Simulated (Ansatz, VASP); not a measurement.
## One calculation of LiAuBr2, two programs

```
Li Au Br
1.0
     2.02072    1.16666    6.16282
    -2.02072    1.16666    6.16282
     0.00000   -2.33332    6.16282
Li Au Br
1 1 2
Direct
  0.50000 0.50000 0.50000
  0.00000 0.00000 0.00000
  0.75274 0.75274 0.75274
  0.24726 0.24726 0.24726
```

Alike in both runs: functional PBEsol; k mesh 9 × 9 × 9; occupations gaussian, width 0.02 eV; no spin polarisation.

Ansatz relaxed the structure, and its values are those at the end. VASP's run is a single point on that final structure, the one shown.

```csv
,VASP,Ansatz
version,VASP 6.6.1,Ansatz 0.2.0
potentials or method,"VASP PAW PBE potentials, release 64 (Li_sv, Au, Br), cutoff 520 eV","scalar-relativistic, plane waves, PAW"
valence electrons in the cell,28,36
```

```tsv
	VASP	Ansatz	Ansatz less VASP
gap on the k mesh at the Fermi level (eV)	0.80	0.80	+0.002
least direct gap on the mesh (eV)	1.14	1.14	+0.002
```

VASP's potentials were made for PBE, not for PBEsol. With one functional, cell and mesh, what is left measures potentials, basis and numerics. VASP's potentials hold 28 valence electrons a cell and Ansatz's 36, so a difference there can come from the potentials and not from the codes.

Neither program's run includes spin-orbit coupling. Noted on VASP's run: the cutoff is under 1.25 times that of the potentials, so the pressure is a little rough.
